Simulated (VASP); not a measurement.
Set up this calculation in VASP 6.6.1, as the native input.

- Task: single point
- Functional: r2SCAN
- Potentials or basis: VASP PAW PBE potentials, release 64 (In_d, P)
- Cutoff: 520 eV
- k mesh: 8 × 8 × 8
- Occupations: gaussian, width 0.05 eV
- Spin: no spin polarisation
- Dipole correction: no
- Further INCAR settings: ALGO = Normal; EDIFF = 1e-06; NBANDS = 16

InP:

```
CELL_PARAMETERS angstrom
0.00000 2.99787 2.95357
2.99787 0.00000 2.95357
2.99787 2.99787 0.00000
ATOMIC_POSITIONS crystal
In 0.00000 0.00000 0.00000
P 0.75000 0.75000 0.75000
```

This cell differs from its parent crystal: strain +0.015 along x and y, +0.000 along z.

These files were run (other wordings do the same):

POSCAR

```
InP
1.0
    0.0000000000      2.9978724482      2.9535689145
    2.9978724482      0.0000000000      2.9535689145
    2.9978724482      2.9978724482      0.0000000000
In P
1 1
Direct
    0.0000000000      0.0000000000      0.0000000000
    0.7500000000      0.7500000000      0.7500000000
```

INCAR.step1

```
SYSTEM = InP
ALGO = Normal
EDIFF = 1E-4
ENCUT = 520
GGA = PE
ISMEAR = 0
LASPH = .True.
LCHARG = .False.
LREAL = .False.
LWAVE = .True.
NBANDS = 16
NELM = 60
PREC = Accurate
SIGMA = 0.05
```

INCAR.step2

```
SYSTEM = InP
ALGO = Normal
EDIFF = 1E-6
ENCUT = 520
ISIF = 2
ISMEAR = 0
ISTART = 1
LASPH = .True.
LCHARG = .False.
LMIXTAU = .True.
LREAL = .False.
LWAVE = .False.
METAGGA = R2SCAN
NBANDS = 16
NELM = 60
PREC = Accurate
SIGMA = 0.05
```

KPOINTS

```
k-points
0
Gamma
  8 8 8
  0 0 0
```

Potentials or basis: VASP PAW PBE potentials, release 64 (In_d, P).

Run with:

```bash
$ cat potpaw_PBE.64/In_d/POTCAR potpaw_PBE.64/P/POTCAR > POTCAR
$ cp INCAR.step1 INCAR
$ mpirun -np 1 vasp_std > vasp.out
$ cp INCAR.step2 INCAR
$ mpirun -np 1 vasp_std > vasp.out
```

Results of the run:

```yaml
Pressure: -2.0 GPa
Band_gap_on_the_k_mesh: 0.81 eV
```

Caveat: the cell differs from its parent crystal (strain +0.015 along x and y, +0.000 along z); the PAW data sets were made with another functional, which shifts forces and pressure a little; spin-orbit coupling is left out, which moves the levels of the heavy elements.

Run time: 69 s on 1 thread of Intel(R) Xeon(R) Platinum 8559C (Emerald Rapids), with other jobs on the host, peak memory 0.21 GiB.
